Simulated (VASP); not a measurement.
## BaIr3: single point with PBE

The system is BaIr3.

```
Ba Ir
1.0
     4.31738    0.00000    0.00000
     0.00000    4.31738    0.00000
     0.00000    0.00000    4.31738
Ba Ir
1 3
Cartesian
  0.0000 0.0000 0.0000
  0.0000 2.1587 2.1587
  2.1587 2.1587 0.0000
  2.1587 0.0000 2.1587
```

| Item | Value |
| --- | --- |
| Program | VASP 6.6.1 |
| Task | single point |
| Functional | PBE |
| Potentials or basis | VASP PAW PBE potentials, release 64 (Ba_sv, Ir_sv_GW) |
| Cutoff | 500 eV |
| k mesh | 8 × 8 × 8 |
| Occupations | gaussian, width 0.05 eV |
| Spin | no spin polarisation |

```
Pressure               : -6.8 GPa
Band gap on the k mesh : zero (an odd number of electrons rules out a gap without spin polarisation)
```

Levels at points of the mesh, in eV from the Fermi level:
| k point | band 27 | band 28 | band 29 | band 30 | band 31 | band 32 | band 33 | band 34 | band 35 | band 36 |
| --- | --- | --- | --- | --- | --- | --- | --- | --- | --- | --- |
| (0.00, 0.00, 0.00) | 0.09 | 0.09 | 0.92 | 1.27 | 1.27 | 1.27 | 4.06 | 4.06 | 4.06 | 4.79 |
| (0.50, 0.00, 0.00) | -0.99 | -0.75 | -0.40 | -0.33 | -0.33 | 0.27 | 1.27 | 3.47 | 3.47 | 4.78 |
| (0.50, 0.50, 0.00) | -1.02 | -0.70 | -0.58 | -0.58 | -0.38 | -0.34 | 0.51 | 2.69 | 2.69 | 4.83 |
| (0.50, 0.50, 0.50) | -0.72 | -0.72 | 0.21 | 0.94 | 0.94 | 0.94 | 3.24 | 3.24 | 3.24 | 4.13 |

Wall time 28 s on 1 thread of Intel(R) Xeon(R) 6975P-C (Granite Rapids), with other jobs on the host, peak memory 0.23 GiB.

Caveat: the cell stands under tension; spin-orbit coupling is left out, which moves the levels of the heavy elements.
